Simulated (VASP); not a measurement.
Write the native input for VASP 6.6.1 that does the following.

```
Task                    : density of states
Functional              : PBE
Potentials or basis     : VASP PAW PBE potentials, release 64 (Na_pv, H)
Cutoff                  : 520 eV
k mesh                  : 8 × 8 × 8
Occupations             : gaussian, width 0.02 eV
Spin                    : no spin polarisation
Dipole correction       : no
k mesh for the DOS      : 12 × 12 × 12
Occupations for the DOS : tetrahedron
Further INCAR settings  : ALGO = Normal; EDIFF = 1e-06
```

NaH:

```
Na H
1.0
     0.00000    2.41579    2.41579
     2.41579    0.00000    2.41579
     2.41579    2.41579    0.00000
Na H
1 1
Direct
  0.50000 0.50000 0.50000
  0.00000 0.00000 0.00000
```

The input as run:

POSCAR

```
NaH
1.0
    0.0000000000      2.4157897303      2.4157897303
    2.4157897303      0.0000000000      2.4157897303
    2.4157897303      2.4157897303      0.0000000000
Na H
1 1
Direct
    0.5000000000      0.5000000000      0.5000000000
    0.0000000000      0.0000000000      0.0000000000
```

INCAR.step1

```
SYSTEM = NaH
PREC     = Accurate       ! precision mode
ENCUT    = 520            ! plane-wave cutoff, eV
EDIFF    = 1E-6           ! SCF threshold, eV
ISMEAR   = 0              ! smearing method
SIGMA    = 0.02           ! smearing width, eV
LREAL    = .FALSE.        ! projectors in reciprocal space
LASPH    = .TRUE.         ! aspherical terms in the spheres
NELM     = 100            ! most SCF steps
ALGO     = Normal         ! electronic algorithm
ISIF     = 2              ! what is computed and relaxed
LWAVE    = .FALSE.        ! write WAVECAR
LCHARG   = .TRUE.         ! write CHGCAR
GGA      = PE             ! functional
NBANDS   = 11             ! bands
```

KPOINTS.step1

```
Automatic mesh
0
G
  8 8 8
  0 0 0
```

INCAR.step2

```
SYSTEM = NaH
PREC     = Accurate       ! precision mode
ENCUT    = 520            ! plane-wave cutoff, eV
EDIFF    = 1E-6           ! SCF threshold, eV
ISMEAR   = -5             ! smearing method
SIGMA    = 0.02           ! smearing width, eV
LREAL    = .FALSE.        ! projectors in reciprocal space
LASPH    = .TRUE.         ! aspherical terms in the spheres
NELM     = 100            ! most SCF steps
ALGO     = Normal         ! electronic algorithm
ISIF     = 2              ! what is computed and relaxed
LWAVE    = .FALSE.        ! write WAVECAR
LCHARG   = .FALSE.        ! write CHGCAR
GGA      = PE             ! functional
LORBIT   = 10             ! projections on sites
NEDOS    = 2001           ! points of the DOS
ICHARG   = 11             ! starting density
```

KPOINTS.step2

```
Automatic mesh
0
G
  12 12 12
  0 0 0
```

Potentials or basis: VASP PAW PBE potentials, release 64 (Na_pv, H).

Run with:

```console
$ cat potpaw_PBE.64/Na_pv/POTCAR potpaw_PBE.64/H/POTCAR > POTCAR
$ cp INCAR.step1 INCAR
$ cp KPOINTS.step1 KPOINTS
$ mpirun -np 1 vasp_std > vasp.out
$ cp INCAR.step2 INCAR
$ cp KPOINTS.step2 KPOINTS
$ mpirun -np 1 vasp_std > vasp.out
```

It gave:

```yaml
Valence_electrons_inside_the_program's_atomic_spheres: Na 6.05; H 0.52
```

It took 38 s on 1 thread of AMD EPYC 7R43 64-Core Processor (Zen 3), on a shared host, peak memory 0.11 GiB.
